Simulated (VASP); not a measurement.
# AlGaN2 (P-4m2) in VASP: further runs

The runs below take AlGaN2 through single point, with LDA.

Everything below comes from runs of VASP 6.6.1. Logs are shortened: lines on timing, memory, paths and dates and some standing lists are left out, and cuts for length are marked.

### Step 1. The cell of the first run

The structure is tetragonal, space group P-4m2 (No. 115). Conventional cell: a = 3.115 Å, b = 3.115 Å, c = 8.769 Å, α = 90.00°, β = 90.00°, γ = 90.00°. Al (site symmetry -4m2) has 4 N at 2.04 Å within 2.7 Å. Al (site symmetry -4m2) has 4 N at 1.75 Å within 2.3 Å. Ga (site symmetry 2mm) has 4 N at 1.76 to 2.14 Å within 2.3 Å. Within 2.3 Å of N (site symmetry 2mm) lie 2 Ga at 1.76 Å and 2 Al at 2.04 Å. Within 2.3 Å of N (site symmetry 2mm) lie 2 Al at 1.75 Å and 2 Ga at 2.14 Å.

### Step 2. Single point, LDA (atoms displaced along a vibrational mode)

File INCAR:

```
ALGO = Normal
EDIFF = 1E-6
ENCUT = 520
GGA = CA
ISIF = 2
ISMEAR = 0
LASPH = True
LCHARG = False
LREAL = False
LWAVE = False
NBANDS = 36
NELM = 100
PREC = Accurate
SIGMA = 0.05
```

File KPOINTS:

```
k-points
0
Gamma
  8 8 4
```

File POSCAR:

```
AlGaN2
1.0
    3.1152864652      0.0000000000      0.0000000000
    0.0000000000      3.1152864652      0.0000000000
    0.0000000000      0.0000000000      8.7686604219
Al Ga N
2 2 4
Direct
    0.5000000000      0.5000000000      0.2500000000
    0.5000000000      0.5000000000      0.7500000000
    0.0000000000      0.0000000000      0.0066723117
    0.0000000000      0.0000000000      0.4933276883
    0.5000000000      0.0000000000      0.3999618204
    0.5000000000      0.0000000000      0.8400895052
    0.0000000000      0.5000000000      0.1000381796
    0.0000000000      0.5000000000      0.6599104948
```

Potentials or basis: VASP PAW LDA potentials, release 64 (Al, Ga_d, N).

Launch:

```console
$ cat potpaw_LDA.64/Al/POTCAR potpaw_LDA.64/Ga_d/POTCAR potpaw_LDA.64/N/POTCAR > POTCAR
$ mpirun -np 1 vasp_std > vasp.out
```

OUTCAR:

```text
EDIFF = 1E-6
   ENCUT = 520
   GGA = CA
   ISIF = 2
   ISMEAR = 0
   LASPH = True
   LREAL = False
   NELM = 100
   PREC = Accurate

 ion  position               nearest neighbor table
   1  0.500  0.500  0.250-   5 2.04   7 2.04   5 2.04   7 2.04   3 3.07   4 3.07   3 3.07   3 3.07
                             4 3.07   4 3.07   3 3.07   4 3.07
   2  0.500  0.500  0.750-   6 1.75   8 1.75   6 1.75   8 1.75
   3  0.000  0.000  0.007-   7 1.76   7 1.76   6 2.14   6 2.14   1 3.07   1 3.07   1 3.07   1 3.07

   4  0.000  0.000  0.493-   5 1.76   5 1.76   8 2.14   8 2.14   1 3.07   1 3.07   1 3.07   1 3.07

   5  0.500  0.000  0.400-   4 1.76   4 1.76   1 2.04   1 2.04
   6  0.500  0.000  0.840-   2 1.75   2 1.75   3 2.14   3 2.14
   7  0.000  0.500  0.100-   3 1.76   3 1.76   1 2.04   1 2.04
   8  0.000  0.500  0.660-   2 1.75   2 1.75   4 2.14   4 2.14

  LATTYP: Found a simple tetragonal cell.
 ALAT       =     3.1152864652
 C/A-ratio  =     2.8147204181

  Lattice vectors:

 A1 = (   3.1152864652,   0.0000000000,   0.0000000000)
 A2 = (   0.0000000000,   3.1152864652,   0.0000000000)
 A3 = (   0.0000000000,   0.0000000000,   8.7686604219)

Analysis of symmetry for initial positions (statically):
=====================================================================
 Subroutine PRICEL returns:
 Original cell was already a primitive cell.

 Routine SETGRP: Setting up the symmetry group for a
 simple tetragonal supercell.

 Subroutine GETGRP returns: Found  8 space group operations
 (whereof  4 operations were pure point group operations)
 out of a pool of 16 trial point group operations.

The static configuration has the point symmetry C_2v.
 The point group associated with its full space group is D_2d.

Analysis of symmetry for dynamics (positions and initial velocities):
=====================================================================
 Subroutine PRICEL returns:
 Original cell was already a primitive cell.

 Routine SETGRP: Setting up the symmetry group for a
 simple tetragonal supercell.

 Subroutine GETGRP returns: Found  8 space group operations
 (whereof  4 operations were pure point group operations)
 out of a pool of 16 trial point group operations.

The dynamic configuration has the point symmetry C_2v.
 The point group associated with its full space group is D_2d.

 Subroutine INISYM returns: Found  8 space group operations
 (whereof  4 operations are pure point group operations),
 and found     1 'primitive' translations

----------------------------------------------------------------------------------------

                                     Primitive cell

  volume of cell :      85.0999

  direct lattice vectors                    reciprocal lattice vectors
     3.115286465  0.000000000  0.000000000     0.320997767  0.000000000  0.000000000
     0.000000000  3.115286465  0.000000000     0.000000000  0.320997767  0.000000000
     0.000000000  0.000000000  8.768660422     0.000000000  0.000000000  0.114042505

  length of vectors
     3.115286465  3.115286465  8.768660422     0.320997767  0.320997767  0.114042505

  position of ions in fractional coordinates (direct lattice)
     0.500000000  0.500000000  0.250000000
     0.500000000  0.500000000  0.750000000
     0.000000000  0.000000000  0.006672312
     0.000000000  0.000000000  0.493327688
     0.500000000  0.000000000  0.399961820
     0.500000000  0.000000000  0.840089505
     0.000000000  0.500000000  0.100038180
     0.000000000  0.500000000  0.659910495

  ion indices of the primitive-cell ions
   primitive index   ion index
                 1           1
                 2           2
                 3           3
                 4           4
                 5           5
                 6           6
                 7           7
                 8           8

----------------------------------------------------------------------------------------

 KPOINTS: k-points

Automatic generation of k-mesh.
 Grid dimensions read from file:
 generate k-points for:    8    8    4

 Generating k-lattice:

  Cartesian coordinates                     Fractional coordinates (reciprocal lattice)
     0.040124721  0.000000000  0.000000000     0.125000000  0.000000000  0.000000000
     0.000000000  0.040124721  0.000000000     0.000000000  0.125000000  0.000000000
     0.000000000  0.000000000  0.028510626     0.000000000  0.000000000  0.250000000

  Length of vectors
     0.040124721  0.040124721  0.028510626

  Shift w.r.t. Gamma in fractional coordinates (k-lattice)
     0.000000000  0.000000000  0.000000000

 Subroutine IBZKPT returns following result:
 ===========================================

 Found     45 irreducible k-points:

 Following reciprocal coordinates:
            Coordinates               Weight
  0.000000  0.000000  0.000000      1.000000
  0.125000  0.000000  0.000000      4.000000
  0.250000  0.000000  0.000000      4.000000
  0.375000  0.000000  0.000000      4.000000
  0.500000  0.000000  0.000000      2.000000
  0.125000  0.125000  0.000000      4.000000
[... 16 lines left out ...]
  0.375000  0.125000  0.250000     16.000000
  0.500000  0.125000  0.250000      8.000000
 [... further k-points ...]
   k-points           NKPTS =     45   k-points in BZ     NKDIM =     45   number of bands    NBANDS=     36
   number of dos      NEDOS =    301   number of ions     NIONS =      8
   total plane-waves  NPLWV =  40320
   dimension x,y,z NGX =    24 NGY =   24 NGZ =   70
   dimension x,y,z NGXF=    48 NGYF=   48 NGZF=  140
   ions per type =               2   2   4
   NGX,Y,Z   is equivalent  to a cutoff of  12.81, 12.81, 13.27 a.u.
   NGXF,Y,Z  is equivalent  to a cutoff of  25.61, 25.61, 26.54 a.u.
 SYSTEM =  unknown system
   PREC   = accura    normal or accurate (medium, high low for compatibility)
   ISTART =      0    job   : 0-new  1-cont  2-samecut
   ICHARG =      2    charge: 1-file 2-atom 10-const
   ISPIN  =      1    spin polarized calculation?
   LNONCOLLINEAR =      F non collinear calculations
   LSORBIT =      F    spin-orbit coupling
   LASPH  =      T    aspherical Exc in radial PAW
   ENCUT  =  520.0 eV  38.22 Ry    6.18 a.u.   5.79  5.79 16.30*2*pi/ulx,y,z
   NELM   =    100;   NELMIN=  2; NELMDL= -5     # of ELM steps
   EDIFF  = 0.1E-05   stopping-criterion for ELM
   LREAL  =      F    real-space projection
   EDIFFG = 0.1E-04   stopping-criterion for IOM
   NSW    =      0    number of steps for IOM
   IBRION =     -1    ionic relax: 0-MD 1-quasi-New 2-CG
   NFREE  =      0    steps in history (QN), initial steepest desc. (CG)
   ISIF   =      2    stress and relaxation
   ISYM   =      2    0-nonsym 1-usesym 2-fastsym
   POTIM  = 0.5000    time-step for ionic-motion
   TEBEG  =    0.0;   TEEND  =   0.0 temperature during run
   PSTRESS=    0.0 pullay stress
   NELECT =      52.0000    total number of electrons
   NUPDOWN=      -1.0000    fix difference up-down
   EMIN   =  10.00;   EMAX   =-10.00  energy-range for DOS
   EFERMI =   0.00;   METHOD = LEGACY
   ISMEAR =     0;   SIGMA  =   0.05  broadening in eV -4-tet -1-fermi 0-gaus
   EFERMI_NEDOS =   21; number of points for ismear=-14 and -15
   IALGO  =     38    algorithm
   IMIX   =      4    mixing-type and parameters
     AMIX     =   0.40;   BMIX     =  1.00
     AMIX_MAG =   1.60;   BMIX_MAG =  1.00
  volume/ion in A,a.u.               =      10.64        71.79
  Fermi-wavevector in a.u.,A,eV,Ry     =   1.389205  2.625216 26.257738  1.929889
  Thomas-Fermi vector in A             =   2.513258
   LORBIT       =      0    0 simple, 1 ext, 2 COOP (PROOUT), +10 PAW based schemes
   GGA     = CA    functional components
   LHFCALC =     F    Hartree Fock is set to
   AEXX    =    0.0000 exact exchange contribution
   IVDW    =     0    specifies the selected vdW correction
   LEPSILON=     F    determine dielectric tensor
   LRPA    =     F    only Hartree local field effects (RPA)
 non-spin polarized calculation
 Gauss-broadening in eV      SIGMA  =   0.05
  energy-cutoff  :      520.00
  volume of cell :       85.10
 maximum number of plane-waves:      2316
 NGX is ok and might be reduce to    24
   NGX = 11   NGY = 11   NGZ = 33

 number of electron      51.9999974 magnetization

 Free energy of the ion-electron system (eV)
  ---------------------------------------------------
  ext. energy  EPLUGINS =         0.00000000
  ---------------------------------------------------
  free energy    TOTEN  =       -56.47739409 eV

  energy without entropy =      -56.47739409  energy(sigma->0) =      -56.47739409

 E-fermi :   7.3950     XC(G=0): -11.8518

 val. band max:        7.1417198641   @ k =   0.0000   0.0000   0.0000
 cond. band min:       7.7718701869   @ k =   0.5000   0.5000   0.0000
 fundamental gap:      0.6301503228
 Fermi energy:         7.3949641626

 k-point     1 :       0.0000    0.0000    0.0000
  band No.  band energies     occupation
      1     -11.0431      2.00000
      2     -10.5183      2.00000
      3      -8.3159      2.00000
      4      -7.9057      2.00000
      5      -7.9057      2.00000
      6      -7.6124      2.00000
[... 28 lines left out ...]
     35      15.1961      0.00000
     36      15.7039      0.00000

 k-point     2 :       0.1250    0.0000    0.0000
  band No.  band energies     occupation
      1     -10.9368      2.00000
      2     -10.4444      2.00000
      3      -8.2312      2.00000
      4      -7.9247      2.00000
      5      -7.9031      2.00000
      6      -7.6206      2.00000
[... 28 lines left out ...]
     35      15.2728      0.00000
     36      16.0498      0.00000
[... 817 lines left out ...]
     35      15.1011      0.00000
     36      15.5483      0.00000

 k-point    24 :       0.5000    0.1250    0.2500
  band No.  band energies     occupation
      1     -10.1739      2.00000
      2     -10.0030      2.00000
      3      -7.9336      2.00000
      4      -7.8969      2.00000
      5      -7.8484      2.00000
      6      -7.5975      2.00000
[... 28 lines left out ...]
     35      14.8455      0.00000
     36      15.5864      0.00000

 [... further k-points ...]

------------------------ aborting loop because EDIFF is reached ----------------------------------------

  FORCE on cell =-STRESS in cart. coord.  units (eV):
  Direction    XX          YY          ZZ          XY          YZ          ZX
  --------------------------------------------------------------------------------------
  -------------------------------------------------------------------------------------
  Total       11.4516999     11.4516999     -1.5108367      0.0000000      0.0000000      0.0000000
  in kB      215.6012681    215.6012681    -28.4445380      0.0000000      0.0000000      0.0000000
  external PRESSURE =     134.2526661 kB  Pullay stress =       0.0000000 kB

 VOLUME and BASIS-vectors are now :
 -----------------------------------------------------------------------------
  energy-cutoff  :      520.00
  volume of cell :       85.10
      direct lattice vectors                 reciprocal lattice vectors
     3.115286465  0.000000000  0.000000000     0.320997767  0.000000000  0.000000000
     0.000000000  3.115286465  0.000000000     0.000000000  0.320997767  0.000000000
     0.000000000  0.000000000  8.768660422     0.000000000  0.000000000  0.114042505

 POSITION                                       TOTAL-FORCE (eV/Angst)
 -----------------------------------------------------------------------------------
      1.55764      1.55764      2.19217         0.000000      0.000000     -0.000000
      1.55764      1.55764      6.57650         0.000000      0.000000     -0.000000
      0.00000      0.00000      0.05851         0.000000      0.000000     -7.290028
      0.00000      0.00000      4.32582         0.000000      0.000000      7.290028
      1.55764      0.00000      3.50713         0.000000      0.000000     -6.799663
      1.55764      0.00000      7.36646         0.000000      0.000000      6.537262
      0.00000      1.55764      0.87720         0.000000      0.000000      6.799663
      0.00000      1.55764      5.78653         0.000000      0.000000     -6.537262
 -----------------------------------------------------------------------------------
    total drift:                               -0.000000      0.000000      0.000000

  FREE ENERGIE OF THE ION-ELECTRON SYSTEM (eV)
  ---------------------------------------------------
  free  energy   TOTEN  =       -56.4773940908 eV

  energy  without entropy=      -56.4773940908  energy(sigma->0) =      -56.47739409
```

Wall time 1.8 min (1 thread of Intel Xeon Platinum 8259CL at 2.50GHz (Skylake/Cascade Lake), shared host); peak memory 0.24 GiB.

Results:

```yaml
Free_energy: -56.4774 eV
Pressure: 13.4 GPa
Largest_force: 7.290 eV/Å
Band_gap_on_the_k_mesh: 0.63 eV (least direct gap 0.65 eV)
```

Forces in eV/Å, atoms in the order of the input:
```
Al   0.000  0.000  0.000
Al   0.000  0.000  0.000
Ga   0.000  0.000 -7.290
Ga   0.000  0.000  7.290
N    0.000  0.000 -6.800
N    0.000  0.000  6.537
N    0.000  0.000  6.800
N    0.000  0.000 -6.537
```

Caveat: the cell differs from its parent crystal (atoms displaced along a vibrational mode); the stress differs along the axes, from -3 to 22 GPa; semilocal functionals underestimate gaps, and a narrow one can read as zero; forces of over 1 eV/Å act on the atoms, so gaps and moduli don't describe the material at rest.

(Part 1 of 2 ends here.)
